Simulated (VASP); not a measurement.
# S (P6/mmm) in VASP: further runs

S is run at these levels: PBE; tasks: single point.

Everything below comes from runs of VASP 6.6.1. Logs are shortened: lines on timing, memory, paths and dates and some standing lists are left out, and cuts for length are marked.

## 1. The cell of the first run

The structure is hexagonal, space group P6/mmm (No. 191). Conventional cell: a = 4.359 Å, b = 4.359 Å, c = 2.317 Å, α = 90.00°, β = 90.00°, γ = 120.00°. S (site symmetry 6/mmm) has 14 S at 2.32 to 2.77 Å within 3.1 Å. Within 3.1 Å of S (site symmetry -6m2) lie 11 S at 2.32 to 2.77 Å.

This isn't the form of S at room conditions, which is orthorhombic, of S8 rings.

## 2. Single point, PBE

Input file INCAR:

```
PREC     = Accurate       # precision mode
ENCUT    = 520            # plane-wave cutoff, eV
EDIFF    = 1E-6           # SCF threshold, eV
ISMEAR   = -1             # smearing method
SIGMA    = 0.1            # smearing width, eV
LREAL    = False          # projectors in reciprocal space
LASPH    = True           # aspherical terms in the spheres
NELM     = 80             # most SCF steps
ALGO     = Normal         # electronic algorithm
ISIF     = 2              # what is computed and relaxed
LWAVE    = False          # write WAVECAR
LCHARG   = True           # write CHGCAR
GGA      = PE             # functional
LELF     = True           # ELF
LVHAR    = True         
NBANDS   = 16             # bands
```

Input file KPOINTS:

```
regular mesh
0
Gamma
  8 8 11
```

Input file POSCAR:

```
S
1.0
    4.3594690139      0.0000000000      0.0000000000
   -2.1797345070      3.7754109130      0.0000000000
    0.0000000000      0.0000000000      2.3170437234
S
3
Direct
    0.0000000000      0.0000000000      0.0000000000
    0.3333333333      0.6666666667      0.5000000000
    0.6666666667      0.3333333333      0.5000000000
```

Potentials or basis: VASP PAW PBE potentials, release 64 (S).

Started as:

```console
cat potpaw_PBE.64/S/POTCAR > POTCAR
mpirun -np 1 vasp_std > vasp.out
```

OUTCAR:

```text
PREC = Accurate
   ENCUT = 520
   EDIFF = 1E-6
   ISMEAR = -1
   LREAL = False
   LASPH = True
   NELM = 80
   ISIF = 2
   GGA = PE

 ion  position               nearest neighbor table
   1  0.000  0.000  0.000-   2 2.77   3 2.77   2 2.77   3 2.77   2 2.77   2 2.77   3 2.77   3 2.77
                             3 2.77   3 2.77   2 2.77   2 2.77
   2  0.333  0.667  0.500-   3 2.52   3 2.52   3 2.52   1 2.77   1 2.77   1 2.77   1 2.77   1 2.77
                             1 2.77
   3  0.667  0.333  0.500-   2 2.52   2 2.52   2 2.52   1 2.77   1 2.77   1 2.77   1 2.77   1 2.77
                             1 2.77

  LATTYP: Found a hexagonal cell.
 ALAT       =     4.3594690139
 C/A-ratio  =     0.5314967754

  Lattice vectors:

 A1 = (   4.3594690139,   0.0000000000,   0.0000000000)
 A2 = (  -2.1797345070,   3.7754109130,   0.0000000000)
 A3 = (   0.0000000000,   0.0000000000,   2.3170437234)

Analysis of symmetry for initial positions (statically):
=====================================================================
 Subroutine PRICEL returns:
 Original cell was already a primitive cell.

 Routine SETGRP: Setting up the symmetry group for a
 hexagonal supercell.

 Subroutine GETGRP returns: Found 24 space group operations
 (whereof 24 operations were pure point group operations)
 out of a pool of 24 trial point group operations.

The static configuration has the point symmetry D_6h.

Analysis of symmetry for dynamics (positions and initial velocities):
=====================================================================
 Subroutine PRICEL returns:
 Original cell was already a primitive cell.

 Routine SETGRP: Setting up the symmetry group for a
 hexagonal supercell.

 Subroutine GETGRP returns: Found 24 space group operations
 (whereof 24 operations were pure point group operations)
 out of a pool of 24 trial point group operations.

The dynamic configuration has the point symmetry D_6h.

 Subroutine INISYM returns: Found 24 space group operations
 (whereof 24 operations are pure point group operations),
 and found     1 'primitive' translations

----------------------------------------------------------------------------------------

                                     Primitive cell

  volume of cell :      38.1357

  direct lattice vectors                    reciprocal lattice vectors
     4.359469014  0.000000000  0.000000000     0.229385734  0.132435915  0.000000000
    -2.179734507  3.775410913  0.000000000     0.000000000  0.264871831  0.000000000
     0.000000000  0.000000000  2.317043723     0.000000000  0.000000000  0.431584432

  length of vectors
     4.359469014  4.359469014  2.317043723     0.264871831  0.264871831  0.431584432

  position of ions in fractional coordinates (direct lattice)
     0.000000000  0.000000000  0.000000000
     0.333333333  0.666666667  0.500000000
     0.666666667  0.333333333  0.500000000

  ion indices of the primitive-cell ions
   primitive index   ion index
                 1           1
                 2           2
                 3           3

----------------------------------------------------------------------------------------

 KPOINTS: regular mesh

Automatic generation of k-mesh.
 Grid dimensions read from file:
 generate k-points for:    8    8   11

 Generating k-lattice:

  Cartesian coordinates                     Fractional coordinates (reciprocal lattice)
     0.028673217  0.016554489  0.000000000     0.125000000  0.000000000  0.000000000
     0.000000000  0.033108979  0.000000000     0.000000000  0.125000000  0.000000000
     0.000000000  0.000000000  0.039234948     0.000000000  0.000000000  0.090909091

  Length of vectors
     0.033108979  0.033108979  0.039234948

  Shift w.r.t. Gamma in fractional coordinates (k-lattice)
     0.000000000  0.000000000  0.000000000

 Subroutine IBZKPT returns following result:
 ===========================================

 Found     60 irreducible k-points:

 Following reciprocal coordinates:
            Coordinates               Weight
  0.000000  0.000000  0.000000      1.000000
  0.125000  0.000000  0.000000      6.000000
  0.250000  0.000000  0.000000      6.000000
  0.375000  0.000000  0.000000      6.000000
  0.500000  0.000000  0.000000      3.000000
  0.125000  0.125000  0.000000      6.000000
[... 16 lines left out ...]
  0.250000  0.000000  0.181818     12.000000
  0.375000  0.000000  0.181818     12.000000
 [... further k-points ...]
   k-points           NKPTS =     60   k-points in BZ     NKDIM =     60   number of bands    NBANDS=     16
   number of dos      NEDOS =    301   number of ions     NIONS =      3
   total plane-waves  NPLWV =  18432
   dimension x,y,z NGX =    32 NGY =   32 NGZ =   18
   dimension x,y,z NGXF=    64 NGYF=   64 NGZF=   36
   ions per type =               3
   NGX,Y,Z   is equivalent  to a cutoff of  12.20, 12.20, 12.91 a.u.
   NGXF,Y,Z  is equivalent  to a cutoff of  24.41, 24.41, 25.83 a.u.
 SYSTEM =  unknown system
   PREC   = accura    normal or accurate (medium, high low for compatibility)
   ISTART =      0    job   : 0-new  1-cont  2-samecut
   ICHARG =      2    charge: 1-file 2-atom 10-const
   ISPIN  =      1    spin polarized calculation?
   LNONCOLLINEAR =      F non collinear calculations
   LSORBIT =      F    spin-orbit coupling
   LASPH  =      T    aspherical Exc in radial PAW
   ENCUT  =  520.0 eV  38.22 Ry    6.18 a.u.   8.11  8.11  4.31*2*pi/ulx,y,z
   NELM   =     80;   NELMIN=  2; NELMDL= -5     # of ELM steps
   EDIFF  = 0.1E-05   stopping-criterion for ELM
   LREAL  =      F    real-space projection
   EDIFFG = 0.1E-04   stopping-criterion for IOM
   NSW    =      0    number of steps for IOM
   IBRION =     -1    ionic relax: 0-MD 1-quasi-New 2-CG
   NFREE  =      0    steps in history (QN), initial steepest desc. (CG)
   ISIF   =      2    stress and relaxation
   ISYM   =      2    0-nonsym 1-usesym 2-fastsym
   POTIM  = 0.5000    time-step for ionic-motion
   TEBEG  =    0.0;   TEEND  =   0.0 temperature during run
   PSTRESS=    0.0 pullay stress
   NELECT =      18.0000    total number of electrons
   NUPDOWN=      -1.0000    fix difference up-down
   EMIN   =  10.00;   EMAX   =-10.00  energy-range for DOS
   EFERMI =   0.00;   METHOD = LEGACY
   ISMEAR =    -1;   SIGMA  =   0.10  broadening in eV -4-tet -1-fermi 0-gaus
   EFERMI_NEDOS =   21; number of points for ismear=-14 and -15
   IALGO  =     38    algorithm
   IMIX   =      4    mixing-type and parameters
     AMIX     =   0.40;   BMIX     =  1.00
     AMIX_MAG =   1.60;   BMIX_MAG =  1.00
  volume/ion in A,a.u.               =      12.71        85.78
  Fermi-wavevector in a.u.,A,eV,Ry     =   1.274642  2.408725 22.105561  1.624713
  Thomas-Fermi vector in A             =   2.407399
   LORBIT       =      0    0 simple, 1 ext, 2 COOP (PROOUT), +10 PAW based schemes
   GGA     = PE    functional components
   LHFCALC =     F    Hartree Fock is set to
   AEXX    =    0.0000 exact exchange contribution
   IVDW    =     0    specifies the selected vdW correction
   LEPSILON=     F    determine dielectric tensor
   LRPA    =     F    only Hartree local field effects (RPA)
 non-spin polarized calculation
  energy-cutoff  :      520.00
  volume of cell :       38.14
 maximum number of plane-waves:      1042
   NGX = 17   NGY = 17   NGZ =  9

 number of electron      17.9999998 magnetization

 Free energy of the ion-electron system (eV)
  ---------------------------------------------------
  ext. energy  EPLUGINS =         0.00000000
  ---------------------------------------------------
  free energy    TOTEN  =        -8.36012516 eV

  energy without entropy =       -8.31351596  energy(sigma->0) =       -8.33682056

 E-fermi :  11.1590     XC(G=0): -12.2068

 val. band max:       11.1516220797   @ k =   0.2500   0.2500   0.1818
 cond. band min:      11.2426446633   @ k =   0.1250   0.0000   0.4545
 fundamental gap:      0.0910225836
 Fermi energy:        11.1590427514

 k-point     1 :       0.0000    0.0000    0.0000
  band No.  band energies     occupation
      1      -8.3751      2.00000
      2      -2.4090      2.00000
      3      -2.1949      2.00000
      4       3.4551      2.00000
      5       3.4551      2.00000
      6       3.8897      2.00000
[... 8 lines left out ...]
     15      23.3119      0.00000
     16      23.3119      0.00000

 k-point     2 :       0.1250    0.0000    0.0000
  band No.  band energies     occupation
      1      -8.2326      2.00000
      2      -2.7522      2.00000
      3      -2.4738      2.00000
      4       2.6632      2.00000
      5       3.1723      2.00000
      6       4.9432      2.00000
[... 8 lines left out ...]
     15      22.7575      0.00000
     16      23.7618      0.00000

 k-point     3 :       0.2500    0.0000    0.0000
  band No.  band energies     occupation
      1      -7.8083      2.00000
      2      -3.7580      2.00000
      3      -2.9109      2.00000
      4       1.9600      2.00000
      5       3.8838      2.00000
      6       6.4202      2.00000
[... 8 lines left out ...]
     15      21.9611      0.00000
     16      22.1710      0.00000

 k-point     4 :       0.3750    0.0000    0.0000
  band No.  band energies     occupation
      1      -7.1137      2.00000
      2      -4.9936      2.00000
      3      -3.2160      2.00000
      4       1.5324      2.00000
      5       5.3054      2.00000
      6       8.0975      2.00000
[... 8 lines left out ...]
     15      21.6176      0.00000
     16      22.0270      0.00000

 k-point     5 :       0.5000    0.0000    0.0000
  band No.  band energies     occupation
      1      -6.2871      2.00000
      2      -6.0241      2.00000
      3      -3.3240      2.00000
      4       1.3893      2.00000
      5       6.9736      2.00000
      6       7.3191      2.00000
[... 8 lines left out ...]
     15      21.6988      0.00000
     16      21.8255      0.00000

 k-point     6 :       0.1250    0.1250    0.0000
  band No.  band energies     occupation
      1      -7.9492      2.00000
      2      -3.2743      2.00000
      3      -3.0187      2.00000
      4       2.7373      2.00000
      5       2.8860      2.00000
      6       6.4581      2.00000
[... 8 lines left out ...]
     15      22.7845      0.00000
     16      23.0981      0.00000
[... 267 lines left out ...]
 k-point    21 :       0.0000    0.0000    0.1818
  band No.  band energies     occupation
      1      -7.5342      2.00000
      2      -1.5966      2.00000
      3      -1.4303      2.00000
      4       4.1834      2.00000
      5       4.1834      2.00000
      6       4.6976      2.00000
[... 8 lines left out ...]
     15      23.4192      0.00000
     16      23.4196      0.00000

 k-point    22 :       0.1250    0.0000    0.1818
  band No.  band energies     occupation
      1      -7.3925      2.00000
      2      -1.9428      2.00000
      3      -1.6953      2.00000
      4       3.4353      2.00000
      5       3.9319      2.00000
      6       5.6993      2.00000
[... 8 lines left out ...]
     15      22.8000      0.00000
     16      23.1932      0.00000

 k-point    23 :       0.2500    0.0000    0.1818
  band No.  band energies     occupation
      1      -6.9705      2.00000
      2      -2.9463      2.00000
      3      -2.1142      2.00000
      4       2.7440      2.00000
      5       4.6208      2.00000
      6       7.1380      2.00000
[... 8 lines left out ...]
     15      22.1825      0.00000
     16      23.6856      0.00000

 k-point    24 :       0.3750    0.0000    0.1818
  band No.  band energies     occupation
      1      -6.2804      2.00000
      2      -4.1717      2.00000
      3      -2.4128      2.00000
      4       2.3217      2.00000
      5       5.9956      2.00000
      6       8.7544      2.00000
[... 8 lines left out ...]
     15      22.4129      0.00000
     16      23.5657      0.00000

 [... further k-points ...]

------------------------ aborting loop because EDIFF is reached ----------------------------------------

  FORCE on cell =-STRESS in cart. coord.  units (eV):
  Direction    XX          YY          ZZ          XY          YZ          ZX
  --------------------------------------------------------------------------------------
  -------------------------------------------------------------------------------------
  Total        7.3831085      7.3831085      7.2614060     -0.0000000     -0.0000000      0.0000000
  in kB      310.1828495    310.1828495    305.0698251     -0.0000000     -0.0000000      0.0000000
  external PRESSURE =     308.4785080 kB  Pullay stress =       0.0000000 kB

 VOLUME and BASIS-vectors are now :
 -----------------------------------------------------------------------------
  energy-cutoff  :      520.00
  volume of cell :       38.14
      direct lattice vectors                 reciprocal lattice vectors
     4.359469014  0.000000000  0.000000000     0.229385734  0.132435915  0.000000000
    -2.179734507  3.775410913  0.000000000     0.000000000  0.264871831  0.000000000
     0.000000000  0.000000000  2.317043723     0.000000000  0.000000000  0.431584432

 POSITION                                       TOTAL-FORCE (eV/Angst)
 -----------------------------------------------------------------------------------
      0.00000      0.00000      0.00000        -0.000000      0.000000      0.000000
     -0.00000      2.51694      1.15852        -0.000000      0.000000     -0.000000
      2.17973      1.25847      1.15852         0.000000      0.000000      0.000000
 -----------------------------------------------------------------------------------
    total drift:                               -0.000000      0.000000      0.000000

  FREE ENERGIE OF THE ION-ELECTRON SYSTEM (eV)
  ---------------------------------------------------
  free  energy   TOTEN  =        -8.3601251597 eV

  energy  without entropy=       -8.3135159585  energy(sigma->0) =       -8.33682056
```

It took 34 s on 1 thread of Intel Xeon 8259CL, shared host; peak memory 0.16 GiB.

What came out:

| Item | Value |
| --- | --- |
| Free energy | -8.3601 eV |
| Pressure | 30.8 GPa |
| Band gap on the k mesh | zero (bands 9 and 10 overlap by 6.41 eV) |

Caveat: the cell stands under pressure.

(Part 1 of 2 ends here.)
